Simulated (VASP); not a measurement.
# Si4Mo (Immm) in VASP: single point with PBE

Aim: the single point of Si4Mo with PBE.

All numbers are computed with VASP 6.6.1; they aren't measurements. Logs are shortened: lines on timing, memory, paths and dates and some standing lists are left out, and cuts for length are marked.

## Step 1: The cell of the first run

It takes space group Immm (No. 71, orthorhombic). Conventional cell: a = 4.638 Å, b = 5.342 Å, c = 6.509 Å, α = 90.00°, β = 90.00°, γ = 90.00°. Within 3.0 Å of Si (site symmetry m) lie 5 Si at 2.30 to 2.94 Å and 3 Mo at 2.57 to 2.85 Å. Within 3.4 Å of Mo (site symmetry mmm) lie 12 Si at 2.57 to 2.85 Å.

The cell was generated, and may not be a known phase.

## Step 2: Single point, PBE

The input, INCAR:

```
SYSTEM = Si4Mo
  PREC = Accurate
  ENCUT = 520
  EDIFF = 1E-6
  ISMEAR = 0
  SIGMA = 0.1
  LREAL = .FALSE.
  LASPH = .TRUE.
  NELM = 80
  ALGO = Normal
  ISIF = 2
  LWAVE = .FALSE.
  LCHARG = .FALSE.
  GGA = PE
  NBANDS = 23
```

The input, KPOINTS:

```
Automatic mesh
0
G
  8 8 8
  0 0 0
```

The input, POSCAR:

```
Si4Mo
1.0
   -2.3189993610      2.6710019484      3.2547160891
    2.3189993610     -2.6710019484      3.2547160891
    2.3189993610      2.6710019484     -3.2547160891
Si Mo
4 1
Direct
    0.0479155252      0.3229830131      0.7249325121
    0.9520844748      0.6770169869      0.2750674879
    0.4019494990      0.6770169869      0.7249325121
    0.5980505010      0.3229830131      0.2750674879
    0.0000000000      0.0000000000      0.0000000000
```

Potentials or basis: VASP PAW PBE potentials, release 64 (Si, Mo_sv).

Started as:

```bash
$ cat potpaw_PBE.64/Si/POTCAR potpaw_PBE.64/Mo_sv/POTCAR > POTCAR
$ mpirun -np 1 vasp_std > vasp.out
```

OUTCAR:

```text
SYSTEM = Si4Mo
   PREC = Accurate
   ENCUT = 520
   EDIFF = 1E-6
   ISMEAR = 0
   LREAL = .FALSE.
   LASPH = .TRUE.
   NELM = 80
   ISIF = 2
   GGA = PE

 ion  position               nearest neighbor table
   1  0.048  0.323  0.725-   3 2.30   4 2.40   2 2.52   2 2.52   5 2.57   5 2.85   5 2.85   4 2.94

   2  0.952  0.677  0.275-   4 2.30   3 2.40   1 2.52   1 2.52   5 2.57   5 2.85   5 2.85   3 2.94

   3  0.402  0.677  0.725-   1 2.30   2 2.40   4 2.52   4 2.52   5 2.57   5 2.85   5 2.85   2 2.94

   4  0.598  0.323  0.275-   2 2.30   1 2.40   3 2.52   3 2.52   5 2.57   5 2.85   5 2.85   1 2.94

   5  0.000  0.000  0.000-   1 2.57   2 2.57   4 2.57   3 2.57   3 2.85   2 2.85   3 2.85   4 2.85
                             2 2.85   1 2.85   4 2.85   1 2.85

  LATTYP: Found a body centered orthorhombic cell.
 ALAT       =     4.6379987220
 B/A-ratio  =     1.1517907220
 C/A-ratio  =     1.4035002095

  Lattice vectors:

 A1 = (  -2.3189993610,   2.6710019484,   3.2547160891)
 A2 = (   2.3189993610,  -2.6710019484,   3.2547160891)
 A3 = (   2.3189993610,   2.6710019484,  -3.2547160891)

Analysis of symmetry for initial positions (statically):
=====================================================================
 Subroutine PRICEL returns:
 Original cell was already a primitive cell.

 Routine SETGRP: Setting up the symmetry group for a
 body centered orthorhombic supercell.

 Subroutine GETGRP returns: Found  8 space group operations
 (whereof  8 operations were pure point group operations)
 out of a pool of  8 trial point group operations.

The static configuration has the point symmetry D_2h.

Analysis of symmetry for dynamics (positions and initial velocities):
=====================================================================
 Subroutine PRICEL returns:
 Original cell was already a primitive cell.

 Routine SETGRP: Setting up the symmetry group for a
 body centered orthorhombic supercell.

 Subroutine GETGRP returns: Found  8 space group operations
 (whereof  8 operations were pure point group operations)
 out of a pool of  8 trial point group operations.

The dynamic configuration has the point symmetry D_2h.

 Subroutine INISYM returns: Found  8 space group operations
 (whereof  8 operations are pure point group operations),
 and found     1 'primitive' translations

----------------------------------------------------------------------------------------

                                     Primitive cell

  volume of cell :      80.6395

  direct lattice vectors                    reciprocal lattice vectors
    -2.318999361  2.671001948  3.254716089     0.000000000  0.187195670  0.153623231
     2.318999361 -2.671001948  3.254716089     0.215610236  0.000000000  0.153623231
     2.318999361  2.671001948 -3.254716089     0.215610236  0.187195670  0.000000000

  length of vectors
     4.806785440  4.806785440  4.806785440     0.242161756  0.264741139  0.285534574

  position of ions in fractional coordinates (direct lattice)
     0.047915525  0.322983013  0.724932512
     0.952084475  0.677016987  0.275067488
     0.401949499  0.677016987  0.724932512
     0.598050501  0.322983013  0.275067488
     0.000000000  0.000000000  0.000000000

  ion indices of the primitive-cell ions
   primitive index   ion index
                 1           1
                 2           2
                 3           3
                 4           4
                 5           5

----------------------------------------------------------------------------------------

 KPOINTS: Automatic mesh

Automatic generation of k-mesh.
 Grid dimensions read from file:
 generate k-points for:    8    8    8

 Generating k-lattice:

  Cartesian coordinates                     Fractional coordinates (reciprocal lattice)
     0.000000000  0.023399459  0.019202904     0.125000000  0.000000000 -0.000000000
     0.026951280  0.000000000  0.019202904     0.000000000  0.125000000  0.000000000
     0.026951280  0.023399459  0.000000000    -0.000000000  0.000000000  0.125000000

  Length of vectors
     0.030270219  0.033092642  0.035691822

  Shift w.r.t. Gamma in fractional coordinates (k-lattice)
     0.000000000  0.000000000  0.000000000

 Subroutine IBZKPT returns following result:
 ===========================================

 Found     95 irreducible k-points:

 Following reciprocal coordinates:
            Coordinates               Weight
  0.000000  0.000000  0.000000      1.000000
  0.125000 -0.000000  0.000000      4.000000
  0.250000 -0.000000  0.000000      4.000000
  0.375000 -0.000000  0.000000      4.000000
  0.500000 -0.000000  0.000000      2.000000
  0.000000  0.125000 -0.000000      4.000000
[... 16 lines left out ...]
  0.125000  0.375000  0.000000      8.000000
  0.250000  0.375000 -0.000000      8.000000
 [... further k-points ...]
   k-points           NKPTS =     95   k-points in BZ     NKDIM =     95   number of bands    NBANDS=     23
   number of dos      NEDOS =    301   number of ions     NIONS =      5
   total plane-waves  NPLWV =  46656
   dimension x,y,z NGX =    36 NGY =   36 NGZ =   36
   dimension x,y,z NGXF=    72 NGYF=   72 NGZF=   72
   ions per type =               4   1
   NGX,Y,Z   is equivalent  to a cutoff of  12.45, 12.45, 12.45 a.u.
   NGXF,Y,Z  is equivalent  to a cutoff of  24.90, 24.90, 24.90 a.u.
 SYSTEM =  Si4Mo
   PREC   = accura    normal or accurate (medium, high low for compatibility)
   ISTART =      0    job   : 0-new  1-cont  2-samecut
   ICHARG =      2    charge: 1-file 2-atom 10-const
   ISPIN  =      1    spin polarized calculation?
   LNONCOLLINEAR =      F non collinear calculations
   LSORBIT =      F    spin-orbit coupling
   LASPH  =      T    aspherical Exc in radial PAW
   ENCUT  =  520.0 eV  38.22 Ry    6.18 a.u.   8.94  8.94  8.94*2*pi/ulx,y,z
   NELM   =     80;   NELMIN=  2; NELMDL= -5     # of ELM steps
   EDIFF  = 0.1E-05   stopping-criterion for ELM
   LREAL  =      F    real-space projection
   EDIFFG = 0.1E-04   stopping-criterion for IOM
   NSW    =      0    number of steps for IOM
   IBRION =     -1    ionic relax: 0-MD 1-quasi-New 2-CG
   NFREE  =      0    steps in history (QN), initial steepest desc. (CG)
   ISIF   =      2    stress and relaxation
   ISYM   =      2    0-nonsym 1-usesym 2-fastsym
   POTIM  = 0.5000    time-step for ionic-motion
   TEBEG  =    0.0;   TEEND  =   0.0 temperature during run
   PSTRESS=    0.0 pullay stress
   NELECT =      30.0000    total number of electrons
   NUPDOWN=      -1.0000    fix difference up-down
   EMIN   =  10.00;   EMAX   =-10.00  energy-range for DOS
   EFERMI =   0.00;   METHOD = LEGACY
   ISMEAR =     0;   SIGMA  =   0.10  broadening in eV -4-tet -1-fermi 0-gaus
   EFERMI_NEDOS =   21; number of points for ismear=-14 and -15
   IALGO  =     38    algorithm
   IMIX   =      4    mixing-type and parameters
     AMIX     =   0.40;   BMIX     =  1.00
     AMIX_MAG =   1.60;   BMIX_MAG =  1.00
  volume/ion in A,a.u.               =      16.13       108.84
  Fermi-wavevector in a.u.,A,eV,Ry     =   1.177423  2.225007 18.862103  1.386325
  Thomas-Fermi vector in A             =   2.313770
   LORBIT       =      0    0 simple, 1 ext, 2 COOP (PROOUT), +10 PAW based schemes
   GGA     = PE    functional components
   LHFCALC =     F    Hartree Fock is set to
   AEXX    =    0.0000 exact exchange contribution
   IVDW    =     0    specifies the selected vdW correction
   LEPSILON=     F    determine dielectric tensor
   LRPA    =     F    only Hartree local field effects (RPA)
 non-spin polarized calculation
 Gauss-broadening in eV      SIGMA  =   0.10
  energy-cutoff  :      520.00
  volume of cell :       80.64
 maximum number of plane-waves:      2194
   NGX = 17   NGY = 17   NGZ = 17

 number of electron      29.9999998 magnetization

 Free energy of the ion-electron system (eV)
  ---------------------------------------------------
  ext. energy  EPLUGINS =         0.00000000
  ---------------------------------------------------
  free energy    TOTEN  =       -31.99182105 eV

  energy without entropy =      -31.98057771  energy(sigma->0) =      -31.98619938

 E-fermi :   9.1357     XC(G=0): -11.0126

 val. band max:        9.1245284453   @ k =   0.2500  -0.0000   0.0000
 cond. band min:       9.1844208141   @ k =   0.3750   0.5000   0.0000
 fundamental gap:      0.0598923689
 Fermi energy:         9.1356998554

 k-point     1 :       0.0000    0.0000    0.0000
  band No.  band energies     occupation
      1     -51.8234      2.00000
      2     -26.0258      2.00000
      3     -25.9605      2.00000
      4     -25.8808      2.00000
      5      -3.9031      2.00000
      6       1.7309      2.00000
[... 15 lines left out ...]
     22      11.9227      0.00000
     23      12.7432      0.00000

 k-point     2 :       0.1250   -0.0000    0.0000
  band No.  band energies     occupation
      1     -51.8233      2.00000
      2     -26.0262      2.00000
      3     -25.9607      2.00000
      4     -25.8811      2.00000
      5      -3.7765      2.00000
      6       1.2887      2.00000
[... 15 lines left out ...]
     22      12.3932      0.00000
     23      12.9980      0.00000

 k-point     3 :       0.2500   -0.0000    0.0000
  band No.  band energies     occupation
      1     -51.8233      2.00000
      2     -26.0273      2.00000
      3     -25.9610      2.00000
      4     -25.8819      2.00000
      5      -3.4093      2.00000
      6       0.3124      2.00000
[... 15 lines left out ...]
     22      12.9671      0.00000
     23      13.2820      0.00000
[... 495 lines left out ...]
 k-point    23 :       0.1250    0.3750    0.0000
  band No.  band energies     occupation
      1     -51.8232      2.00000
      2     -26.0286      2.00000
      3     -25.9662      2.00000
      4     -25.8824      2.00000
      5      -2.3155      2.00000
      6      -0.1754      2.00000
[... 15 lines left out ...]
     22      14.4517      0.00000
     23      15.2140      0.00000

 k-point    24 :       0.2500    0.3750   -0.0000
  band No.  band energies     occupation
      1     -51.8232      2.00000
      2     -26.0288      2.00000
      3     -25.9663      2.00000
      4     -25.8827      2.00000
      5      -1.9080      2.00000
      6      -0.1866      2.00000
[... 15 lines left out ...]
     22      14.0640      0.00000
     23      14.9212      0.00000

 [... further k-points ...]

------------------------ aborting loop because EDIFF is reached ----------------------------------------

  FORCE on cell =-STRESS in cart. coord.  units (eV):
  Direction    XX          YY          ZZ          XY          YZ          ZX
  --------------------------------------------------------------------------------------
  -------------------------------------------------------------------------------------
  Total        0.0218580     -0.0000086     -0.0175323      0.0000000      0.0000000      0.0000000
  in kB        0.4342827     -0.0001705     -0.3483391      0.0000000      0.0000000      0.0000000
  external PRESSURE =       0.0285910 kB  Pullay stress =       0.0000000 kB

 VOLUME and BASIS-vectors are now :
 -----------------------------------------------------------------------------
  energy-cutoff  :      520.00
  volume of cell :       80.64
      direct lattice vectors                 reciprocal lattice vectors
    -2.318999361  2.671001948  3.254716089     0.000000000  0.187195670  0.153623231
     2.318999361 -2.671001948  3.254716089     0.215610236  0.000000000  0.153623231
     2.318999361  2.671001948 -3.254716089     0.215610236  0.187195670  0.000000000

 POSITION                                       TOTAL-FORCE (eV/Angst)
 -----------------------------------------------------------------------------------
      2.31900      1.20159     -1.15228         0.000000     -0.005071      0.010112
      0.00000      1.46941      4.40700        -0.000000      0.005071     -0.010112
      2.31900      1.20159      1.15228         0.000000     -0.005071     -0.010112
      0.00000      1.46941      2.10244        -0.000000      0.005071      0.010112
      0.00000      0.00000      0.00000         0.000000      0.000000      0.000000
 -----------------------------------------------------------------------------------
    total drift:                               -0.000000     -0.000000      0.000000

  FREE ENERGIE OF THE ION-ELECTRON SYSTEM (eV)
  ---------------------------------------------------
  free  energy   TOTEN  =       -31.9918210489 eV

  energy  without entropy=      -31.9805777091  energy(sigma->0) =      -31.98619938
```

Wall time 4.1 min (1 thread of Intel Xeon 8259CL, shared host); peak memory 0.3 GiB.

What came out:

| Item | Value |
| --- | --- |
| Free energy | -31.9918 eV |
| Pressure | 0.0 GPa |
| Largest force | 0.011 eV/Å |
| Band gap on the k mesh | zero (bands 15 and 16 overlap by 1.56 eV) |

Forces in eV/Å, atoms in the order of the input:
```
Si   0.000 -0.005  0.010
Si   0.000  0.005 -0.010
Si   0.000 -0.005 -0.010
Si   0.000  0.005  0.010
Mo   0.000  0.000  0.000
```

The gap in the log of VASP goes by the Fermi energy; the results here count the filled bands.